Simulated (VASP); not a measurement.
# RbCl (Fm-3m) in VASP: a series of runs

The runs below take RbCl through single point, with PBEsol.

Program: VASP 6.6.1. These are calculated values, not measurements. Logs are shortened: lines on timing, memory, paths and dates and some standing lists are left out, and cuts for length are marked.

## 1. The cell of the first run

The structure is cubic, space group Fm-3m (No. 225). The conventional cell has a = 5.804 Å, b = 5.804 Å, c = 5.804 Å, α = 90.00°, β = 90.00°, γ = 90.00°. Within 3.8 Å of Rb (site symmetry m-3m) lie 6 Cl at 2.90 Å. Cl (site symmetry m-3m) has 6 Rb at 2.90 Å within 3.8 Å.

## 2. Single point, PBEsol

Contents of INCAR:

```
SYSTEM = RbCl
ALGO = Normal
EDIFF = 1E-6
ENCUT = 500
GGA = PS
GGA_COMPAT = .False.
ISIF = 2
ISMEAR = 0
LASPH = .True.
LCHARG = .True.
LELF = .True.
LREAL = .False.
LVHAR = .True.
LWAVE = .False.
NBANDS = 15
NELM = 120
PREC = Accurate
SIGMA = 0.01
```

Contents of KPOINTS:

```
k-points
0
Gamma
  6 6 6
  0 0 0
```

Contents of POSCAR:

```
RbCl
1.0
    0.0000000000      2.9018321317      2.9018321317
    2.9018321317      0.0000000000      2.9018321317
    2.9018321317      2.9018321317      0.0000000000
Rb Cl
1 1
Direct
    0.0000000000      0.0000000000      0.0000000000
    0.5000000000      0.5000000000      0.5000000000
```

Potentials or basis: VASP PAW PBE potentials, release 64 (Rb_sv, Cl).

Command:

```console
> cat potpaw_PBE.64/Rb_sv/POTCAR potpaw_PBE.64/Cl/POTCAR > POTCAR
> mpirun -np 1 vasp_std > vasp.out
```

OUTCAR:

```text
SYSTEM = RbCl
   EDIFF = 1E-6
   ENCUT = 500
   GGA = PS
   ISIF = 2
   ISMEAR = 0
   LASPH = .True.
   LREAL = .False.
   NELM = 120
   PREC = Accurate

 ion  position               nearest neighbor table
   1  0.000  0.000  0.000-   2 2.90   2 2.90   2 2.90   2 2.90   2 2.90   2 2.90
   2  0.500  0.500  0.500-   1 2.90   1 2.90   1 2.90   1 2.90   1 2.90   1 2.90

  LATTYP: Found a face centered cubic cell.
 ALAT       =     5.8036642634

  Lattice vectors:

 A1 = (   0.0000000000,   2.9018321317,   2.9018321317)
 A2 = (   2.9018321317,   0.0000000000,   2.9018321317)
 A3 = (   2.9018321317,   2.9018321317,   0.0000000000)

Analysis of symmetry for initial positions (statically):
=====================================================================
 Subroutine PRICEL returns:
 Original cell was already a primitive cell.

 Routine SETGRP: Setting up the symmetry group for a
 face centered cubic supercell.

 Subroutine GETGRP returns: Found 48 space group operations
 (whereof 48 operations were pure point group operations)
 out of a pool of 48 trial point group operations.

The static configuration has the point symmetry O_h .

Analysis of symmetry for dynamics (positions and initial velocities):
=====================================================================
 Subroutine PRICEL returns:
 Original cell was already a primitive cell.

 Routine SETGRP: Setting up the symmetry group for a
 face centered cubic supercell.

 Subroutine GETGRP returns: Found 48 space group operations
 (whereof 48 operations were pure point group operations)
 out of a pool of 48 trial point group operations.

The dynamic configuration has the point symmetry O_h .

 Subroutine INISYM returns: Found 48 space group operations
 (whereof 48 operations are pure point group operations),
 and found     1 'primitive' translations

----------------------------------------------------------------------------------------

                                     Primitive cell

  volume of cell :      48.8705

  direct lattice vectors                    reciprocal lattice vectors
     0.000000000  2.901832132  2.901832132    -0.172304936  0.172304936  0.172304936
     2.901832132  0.000000000  2.901832132     0.172304936 -0.172304936  0.172304936
     2.901832132  2.901832132  0.000000000     0.172304936  0.172304936 -0.172304936

  length of vectors
     4.103810356  4.103810356  4.103810356     0.298440904  0.298440904  0.298440904

  position of ions in fractional coordinates (direct lattice)
     0.000000000  0.000000000  0.000000000
     0.500000000  0.500000000  0.500000000

  ion indices of the primitive-cell ions
   primitive index   ion index
                 1           1
                 2           2

----------------------------------------------------------------------------------------

 KPOINTS: k-points

Automatic generation of k-mesh.
 Grid dimensions read from file:
 generate k-points for:    6    6    6

 Generating k-lattice:

  Cartesian coordinates                     Fractional coordinates (reciprocal lattice)
    -0.028717489  0.028717489  0.028717489     0.166666667  0.000000000  0.000000000
     0.028717489 -0.028717489  0.028717489     0.000000000  0.166666667  0.000000000
     0.028717489  0.028717489 -0.028717489     0.000000000  0.000000000  0.166666667

  Length of vectors
     0.049740151  0.049740151  0.049740151

  Shift w.r.t. Gamma in fractional coordinates (k-lattice)
     0.000000000  0.000000000  0.000000000

 Subroutine IBZKPT returns following result:
 ===========================================

 Found     16 irreducible k-points:

 Following reciprocal coordinates:
            Coordinates               Weight
  0.000000  0.000000  0.000000      1.000000
  0.166667  0.000000  0.000000      8.000000
  0.333333  0.000000  0.000000      8.000000
  0.500000  0.000000  0.000000      4.000000
  0.166667  0.166667  0.000000      6.000000
  0.333333  0.166667  0.000000     24.000000
[... 8 lines left out ...]
 -0.333333  0.333333  0.166667     24.000000
 -0.333333  0.500000  0.166667     12.000000
   k-points           NKPTS =     16   k-points in BZ     NKDIM =     16   number of bands    NBANDS=     15
   number of dos      NEDOS =    301   number of ions     NIONS =      2
   total plane-waves  NPLWV =  27000
   dimension x,y,z NGX =    30 NGY =   30 NGZ =   30
   dimension x,y,z NGXF=    60 NGYF=   60 NGZF=   60
   ions per type =               1   1
   NGX,Y,Z   is equivalent  to a cutoff of  12.15, 12.15, 12.15 a.u.
   NGXF,Y,Z  is equivalent  to a cutoff of  24.31, 24.31, 24.31 a.u.
 SYSTEM =  RbCl
   PREC   = accura    normal or accurate (medium, high low for compatibility)
   ISTART =      0    job   : 0-new  1-cont  2-samecut
   ICHARG =      2    charge: 1-file 2-atom 10-const
   ISPIN  =      1    spin polarized calculation?
   LNONCOLLINEAR =      F non collinear calculations
   LSORBIT =      F    spin-orbit coupling
   LASPH  =      T    aspherical Exc in radial PAW
   ENCUT  =  500.0 eV  36.75 Ry    6.06 a.u.   7.48  7.48  7.48*2*pi/ulx,y,z
   NELM   =    120;   NELMIN=  2; NELMDL= -5     # of ELM steps
   EDIFF  = 0.1E-05   stopping-criterion for ELM
   LREAL  =      F    real-space projection
   EDIFFG = 0.1E-04   stopping-criterion for IOM
   NSW    =      0    number of steps for IOM
   IBRION =     -1    ionic relax: 0-MD 1-quasi-New 2-CG
   NFREE  =      0    steps in history (QN), initial steepest desc. (CG)
   ISIF   =      2    stress and relaxation
   ISYM   =      2    0-nonsym 1-usesym 2-fastsym
   POTIM  = 0.5000    time-step for ionic-motion
   TEBEG  =    0.0;   TEEND  =   0.0 temperature during run
   PSTRESS=    0.0 pullay stress
   NELECT =      16.0000    total number of electrons
   NUPDOWN=      -1.0000    fix difference up-down
   EMIN   =  10.00;   EMAX   =-10.00  energy-range for DOS
   EFERMI =   0.00;   METHOD = LEGACY
   ISMEAR =     0;   SIGMA  =   0.01  broadening in eV -4-tet -1-fermi 0-gaus
   EFERMI_NEDOS =   21; number of points for ismear=-14 and -15
   IALGO  =     38    algorithm
   IMIX   =      4    mixing-type and parameters
     AMIX     =   0.40;   BMIX     =  1.00
     AMIX_MAG =   1.60;   BMIX_MAG =  1.00
  volume/ion in A,a.u.               =      24.44       164.90
  Fermi-wavevector in a.u.,A,eV,Ry     =   1.128321  2.132217 17.321679  1.273108
  Thomas-Fermi vector in A             =   2.265010
   LORBIT       =      0    0 simple, 1 ext, 2 COOP (PROOUT), +10 PAW based schemes
   GGA     = PS    functional components
   LHFCALC =     F    Hartree Fock is set to
   AEXX    =    0.0000 exact exchange contribution
   IVDW    =     0    specifies the selected vdW correction
   LEPSILON=     F    determine dielectric tensor
   LRPA    =     F    only Hartree local field effects (RPA)
 non-spin polarized calculation
 Gauss-broadening in eV      SIGMA  =   0.01
  energy-cutoff  :      500.00
  volume of cell :       48.87
 maximum number of plane-waves:      1258
 NGX is ok and might be reduce to    30
   NGX = 15   NGY = 15   NGZ = 15

 number of electron      16.0000002 magnetization

 Free energy of the ion-electron system (eV)
  ---------------------------------------------------
  ext. energy  EPLUGINS =         0.00000000
  ---------------------------------------------------
  free energy    TOTEN  =        -6.19073851 eV

  energy without entropy =       -6.19073851  energy(sigma->0) =       -6.19073851

 E-fermi :   0.0801     XC(G=0):  -9.2395

 val. band max:        0.0227173360   @ k =   0.5000   0.5000   0.0000
 cond. band min:       5.2978609146   @ k =   0.5000   0.5000   0.0000
 fundamental gap:      5.2751435786
 Fermi energy:         0.0801370179

 k-point     1 :       0.0000    0.0000    0.0000
  band No.  band energies     occupation
      1     -23.3216      2.00000
      2     -12.4758      2.00000
      3      -7.3389      2.00000
      4      -7.3389      2.00000
      5      -7.3389      2.00000
      6      -0.0271      2.00000
      7      -0.0271      2.00000
      8      -0.0271      2.00000
      9       6.1872      0.00000
     10       7.7255      0.00000
     11       7.7255      0.00000
     12       7.7255      0.00000
     13       9.0364      0.00000
     14       9.0364      0.00000
     15      12.7180      0.00000

 k-point     2 :       0.1667    0.0000    0.0000
  band No.  band energies     occupation
      1     -23.2945      2.00000
      2     -12.5780      2.00000
      3      -7.3411      2.00000
      4      -7.3411      2.00000
      5      -7.2642      2.00000
      6      -0.5318      2.00000
      7      -0.2792      2.00000
      8      -0.2792      2.00000
      9       7.0778      0.00000
     10       7.6311      0.00000
     11       8.2317      0.00000
     12       8.2317      0.00000
     13       9.7968      0.00000
     14       9.7968      0.00000
     15      14.2112      0.00000

 k-point     3 :       0.3333    0.0000    0.0000
  band No.  band energies     occupation
      1     -23.2393      2.00000
      2     -12.7765      2.00000
      3      -7.3441      2.00000
      4      -7.3441      2.00000
      5      -7.1171      2.00000
      6      -1.3454      2.00000
      7      -0.7255      2.00000
      8      -0.7255      2.00000
      9       7.8967      0.00000
     10       8.8209      0.00000
     11       9.6652      0.00000
     12       9.6652      0.00000
     13      11.6503      0.00000
     14      11.6503      0.00000
     15      15.2978      0.00000
[... 199 lines left out ...]
 k-point    15 :      -0.3333    0.3333    0.1667
  band No.  band energies     occupation
      1     -23.1898      2.00000
      2     -12.6680      2.00000
      3      -7.8881      2.00000
      4      -7.8356      2.00000
      5      -7.1999      2.00000
      6      -1.1039      2.00000
      7      -0.3642      2.00000
      8      -0.2759      2.00000
      9       7.9283      0.00000
     10       8.0258      0.00000
     11      11.1811      0.00000
     12      11.2608      0.00000
     13      12.4782      0.00000
     14      13.7078      0.00000
     15      13.9849      0.00000

 k-point    16 :      -0.3333    0.5000    0.1667
  band No.  band energies     occupation
      1     -23.1832      2.00000
      2     -12.5576      2.00000
      3      -8.1909      2.00000
      4      -7.8906      2.00000
      5      -7.3369      2.00000
      6      -0.7592      2.00000
      7      -0.0680      2.00000
      8      -0.0536      2.00000
      9       6.4544      0.00000
     10       9.2516      0.00000
     11      10.4839      0.00000
     12      11.4207      0.00000
     13      12.3891      0.00000
     14      13.4491      0.00000
     15      14.5902      0.00000

------------------------ aborting loop because EDIFF is reached ----------------------------------------

  FORCE on cell =-STRESS in cart. coord.  units (eV):
  Direction    XX          YY          ZZ          XY          YZ          ZX
  --------------------------------------------------------------------------------------
  -------------------------------------------------------------------------------------
  Total        4.6331049      4.6331049      4.6331049     -0.0000000      0.0000000      0.0000000
  in kB      151.8923372    151.8923372    151.8923372     -0.0000000      0.0000000      0.0000000
  external PRESSURE =     151.8923372 kB  Pullay stress =       0.0000000 kB

 VOLUME and BASIS-vectors are now :
 -----------------------------------------------------------------------------
  energy-cutoff  :      500.00
  volume of cell :       48.87
      direct lattice vectors                 reciprocal lattice vectors
     0.000000000  2.901832132  2.901832132    -0.172304936  0.172304936  0.172304936
     2.901832132  0.000000000  2.901832132     0.172304936 -0.172304936  0.172304936
     2.901832132  2.901832132  0.000000000     0.172304936  0.172304936 -0.172304936

 POSITION                                       TOTAL-FORCE (eV/Angst)
 -----------------------------------------------------------------------------------
      0.00000      0.00000      0.00000         0.000000      0.000000     -0.000000
      2.90183      2.90183      2.90183        -0.000000      0.000000      0.000000
 -----------------------------------------------------------------------------------
    total drift:                               -0.000000      0.000000      0.000000

  FREE ENERGIE OF THE ION-ELECTRON SYSTEM (eV)
  ---------------------------------------------------
  free  energy   TOTEN  =        -6.1907385058 eV

  energy  without entropy=       -6.1907385058  energy(sigma->0) =       -6.19073851
```

It took 9.6 s on 1 thread of Intel Xeon Platinum 8559C (Emerald Rapids), shared host; peak memory 0.16 GiB.

Results:

- Free energy: -6.1907 eV
- Pressure: 15.2 GPa
- Band gap on the k mesh: 5.28 eV, direct

Caveat: the PAW data sets were made with another functional, which shifts forces and pressure a little.

(Part 1 of 2 ends here.)
